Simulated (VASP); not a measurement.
B3N2, 5 atoms in the cell. The structure is trigonal, space group R32 (No. 155). Conventional cell: a = 4.788 Å, b = 4.788 Å, c = 5.800 Å, α = 90.00°, β = 90.00°, γ = 120.00°. B (site symmetry 2) has 4 N at 1.88 to 1.93 Å and 4 B at 2.05 to 2.07 Å within 2.5 Å. N (site symmetry 3) has 6 B at 1.88 to 1.93 Å within 2.5 Å. The cell was built from a structure type or drawn by symmetry, and may not be a known phase.

| Property | Result |
| --- | --- |
| Program | VASP 6.6.1 |
| Task | relaxation of cell and atoms |
| Functional | PBE |
| Potentials or basis | VASP PAW PBE potentials, release 64 (B, N) |
| Cutoff | 600 eV |
| k mesh | 6 × 6 × 6 |
| Occupations | gaussian, width 0.1 eV |
| Spin | no spin polarisation |
| Dipole correction | no |
| Further INCAR settings | ALGO = Normal; EDIFF = 1e-06; IBRION = 2; EDIFFG = -0.04; NSW = 90; ISIF = 3 |

Potentials or basis: VASP PAW PBE potentials, release 64 (B, N).

The run is started by

```bash
$ cat potpaw_PBE.64/B/POTCAR potpaw_PBE.64/N/POTCAR > POTCAR
$ mpirun -np 1 vasp_std > vasp.out
```

Hardware: 1 thread of AMD EPYC 9R45 96-Core Processor (Zen 5) (shared host).

Task: Estimate the wall time of this run.

Result: It took 2.5 min on 1 thread of AMD EPYC 9R45 96-Core Processor (Zen 5), with other jobs on the host, peak memory 0.13 GiB. Counts: scf iterations 188, k points 32, ion steps 24.
